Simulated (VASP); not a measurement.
Input of a VASP 6.6.1 run:

The input POSCAR:

```
Cu
1.0
    2.4823658959      0.0000000000      0.0000000000
   -1.2411829479      2.1497919273      0.0000000000
    0.0000000000      0.0000000000      4.0286174227
Cu
2
Direct
    0.6666666667      0.3333333333      0.7500000000
    0.3333333333      0.6666666667      0.2500000000
```

The input INCAR.step1:

```
PREC = Accurate ; ENCUT = 520
EDIFF = 1E-5 ; ISMEAR = -1
SIGMA = 0.05 ; LREAL = F
LASPH = T ; NELM = 100
ALGO = Normal ; ISIF = 2
LWAVE = T ; LCHARG = F
NBANDS = 18 ; GGA = PE
```

Contents of INCAR.step2:

```
PREC = Accurate ; ENCUT = 520
EDIFF = 1E-7 ; ISMEAR = -1
SIGMA = 0.05 ; LREAL = F
LASPH = T ; NELM = 100
ALGO = Normal ; ISIF = 2
LWAVE = F ; LCHARG = F
GGA = PE ; LHFCALC = T
HFSCREEN = 0.2079 ; PRECFOCK = Normal
NBANDS = 18 ; ISTART = 1
```

File KPOINTS:

```
Automatic mesh
0
Gamma
  8 8 4
```

Potentials or basis: VASP PAW PBE potentials, release 64 (Cu).

Run with:

```sh
$ cat potpaw_PBE.64/Cu/POTCAR > POTCAR
$ cp INCAR.step1 INCAR
$ mpirun -np 1 vasp_std > vasp.out
$ cp INCAR.step2 INCAR
$ mpirun -np 1 vasp_std > vasp.out
```

Q: Estimate the band gap on the k mesh.

A: Zero (bands 11 and 12 overlap by 7.16 eV).

Q: What does it give for the pressure?

A: 19.6 GPa.

Stress tensor (GPa, compression positive):
```
20.98  0.00  0.00
 0.00 20.98  0.00
 0.00  0.00 16.98
```

Caveat: the k points lie up to 0.39 Å⁻¹ apart, too coarse for converged energies and pressures of a metal; the PAW data sets were made with another functional, which shifts forces and pressure a little.
